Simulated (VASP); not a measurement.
Set up this calculation in VASP 6.6.1, as the native input.

* Task: single point
* Functional: PBE
* Potentials or basis: VASP PAW PBE potentials, release 64 (Cu_sv_GW, O)
* Cutoff: 820 eV
* k mesh: 7 × 7 × 4
* Occupations: gaussian, width 0.05 eV
* Spin: collinear spin
* Starting moments: [1.0, -1.0, 0.0, 0.0] μB
* Hubbard terms: Cu d U = 8.0 eV
* Dipole correction: no
* Further INCAR settings: ALGO = Normal; EDIFF = 1e-06; NBANDS = 37

The structure of CuO lies in POSCAR:

```
CuO
1.0
    3.1795331000      0.0000000000      0.0000000000
   -1.5897665500      2.7535564400      0.0000000000
    0.0000000000      0.0000000000      4.4314907300
Cu O
2 2
Direct
    0.0000000000      0.0000000000      0.0000000000
    0.0000000000      0.0000000000      0.5000000000
    0.3333333333      0.6666666667      0.2500000000
    0.6666666667      0.3333333333      0.7500000000
```

One way to write it, as run:

INCAR

```
SYSTEM = CuO
PREC     = Accurate       ! precision mode
ENCUT    = 820            ! plane-wave cutoff, eV
EDIFF    = 1E-6           ! SCF threshold, eV
ISMEAR   = 0              ! smearing method
SIGMA    = 0.05           ! smearing width, eV
LREAL    = .False.        ! projectors in reciprocal space
LASPH    = .True.         ! aspherical terms in the spheres
NELM     = 200            ! most SCF steps
ALGO     = Normal         ! electronic algorithm
ISIF     = 2              ! what is computed and relaxed
LWAVE    = .False.        ! write WAVECAR
LCHARG   = .False.        ! write CHGCAR
ISPIN    = 2              ! spin polarisation
MAGMOM   = 1 -1 0 0       ! initial moments
LORBIT   = 11             ! projections on sites
LMAXMIX  = 4              ! l up to which the mixer works
LDAU     = .True.         ! DFT+U
LDAUTYPE = 2            
LDAUL    = 2 -1           ! shell
LDAUU    = 8 0            ! U, eV
LDAUJ    = 0 0          
LDAUPRINT= 1            
GGA      = PE             ! functional
NBANDS   = 37             ! bands
GGA_COMPAT= .False.
```

KPOINTS

```
Automatic mesh
0
Gamma
  7 7 4
  0 0 0
```

Potentials or basis: VASP PAW PBE potentials, release 64 (Cu_sv_GW, O).

Command:

```console
$ cat potpaw_PBE.64/Cu_sv_GW/POTCAR potpaw_PBE.64/O/POTCAR > POTCAR
$ mpirun -np 1 vasp_std > vasp.out
```

Results of the run:

```
Pressure                                              : 3.0 GPa
Band gap on the k mesh                                : zero (filled and empty bands overlap)
Net moment                                            : 0.00 μB per cell
Site moments                                          : Cu +0.31, -0.31; O +0.00 μB
Valence electrons inside the program's atomic spheres : Cu 17.60; O 4.88
```

Caveat: the stress differs along the axes, from -12 to 32 GPa.

Wall time 2.8 min on 1 thread of Intel(R) Xeon(R) Platinum 8259CL CPU @ 2.50GHz (Skylake/Cascade Lake), with other jobs on the host, peak memory 0.29 GiB.
